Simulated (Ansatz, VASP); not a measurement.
BaOs2Rh2 in VASP and in Ansatz

The input INCAR:

```
SYSTEM = BaOs2Rh2
PREC     = Accurate       ! precision mode
ENCUT    = 520            ! plane-wave cutoff, eV
EDIFF    = 1E-7           ! SCF threshold, eV
ISMEAR   = -1             ! smearing method
SIGMA    = 0.1            ! smearing width, eV
LREAL    = .False.        ! projectors in reciprocal space
LASPH    = .True.         ! aspherical terms in the spheres
NELM     = 100            ! most SCF steps
ALGO     = Normal         ! electronic algorithm
ISIF     = 2              ! what is computed and relaxed
LWAVE    = .False.        ! write WAVECAR
LCHARG   = .False.        ! write CHGCAR
GGA      = RE             ! functional
NBANDS   = 36             ! bands
```

KPOINTS

```
regular mesh
0
Gamma
  5 5 5
  0 0 0
```

The input POSCAR:

```
BaOs2Rh2
1.0
    0.0000000000      4.1542820000      0.0000000000
    4.1542820000      0.0000000000      0.0000000000
    2.0771410000      2.0771410000     -6.0213330000
Os Rh Ba
2 2 1
Direct
    0.7500000000      0.2500000000      0.5000000000
    0.2500000000      0.7500000000      0.5000000000
    0.3750000000      0.3750000000      0.2500000000
    0.6250000000      0.6250000000      0.7500000000
    0.0000000000      0.0000000000      0.0000000000
```

Input for Ansatz:

```yaml
crystal:
  lattice:
    - [0.0, 4.154282, 0.0]
    - [4.154282, 0.0, 0.0]
    - [2.077141, 2.077141, -6.021333]
  atoms:
    - { symbol: Os, position: [0.75, 0.25, 0.5] }
    - { symbol: Os, position: [0.25, 0.75, 0.5] }
    - { symbol: Rh, position: [0.375, 0.375, 0.25] }
    - { symbol: Rh, position: [0.625, 0.625, 0.75] }
    - { symbol: Ba, position: [0.0, 0.0, 0.0] }
  symmetry: { tolerance: 0.0003 }
kpoints:
  mp_grid: { grid: [5, 5, 5], shift: [0, 0, 0] }
magnetization:
  spin_polarized: false
scf:
  occupations: { method: fermi_dirac }
  convergence: { dr2_threshold: 1.0e-06 }
  mixing: { preconditioner: resta }
hamiltonian:
  pseudopotentials: { kind: paw }
  xc: revpbe
basis:
  ecutwfc: 500
output:
  forces: true
  stress: true
  eigenvalues: true
```

Alike in both runs: task single point; functional revPBE; k mesh 5 × 5 × 5; no spin polarisation.

|  | VASP | Ansatz |
| --- | --- | --- |
| version | VASP 6.6.1 | Ansatz 0.2.0 |
| potentials or method | VASP PAW PBE potentials, release 64 (Os, Rh_pv, Ba_sv), cutoff 520 eV | PAW plane waves |
| occupations | fermi-dirac, width 0.1 eV | fermi-dirac |
| valence electrons in the cell | 56 | 76 |

|  | VASP | Ansatz | Ansatz less VASP |
| --- | --- | --- | --- |
| gap on the k mesh at the Fermi level (eV) | none | none | - |
| pressure (GPa) | -1.2 | -1.8 | -0.61 |
| traceless stress, the component that is largest in VASP (GPa) | -0.93 | -0.72 | +0.214 |
| rms of the force components (eV/Å) | 0.113 | 0.131 | +0.0182 |

VASP's potentials were made for PBE, not for revPBE. Atom by atom the forces differ by 0.018 eV/Å (rms over components). A gap of «none» marks a metal or a gap that the smearing closes. VASP's potentials hold 56 valence electrons a cell and Ansatz's 76, so a difference there can come from the potentials and not from the codes. Ansatz's warnings: force scf threshold loose, stress scf threshold loose.

Neither program's run includes spin-orbit coupling.
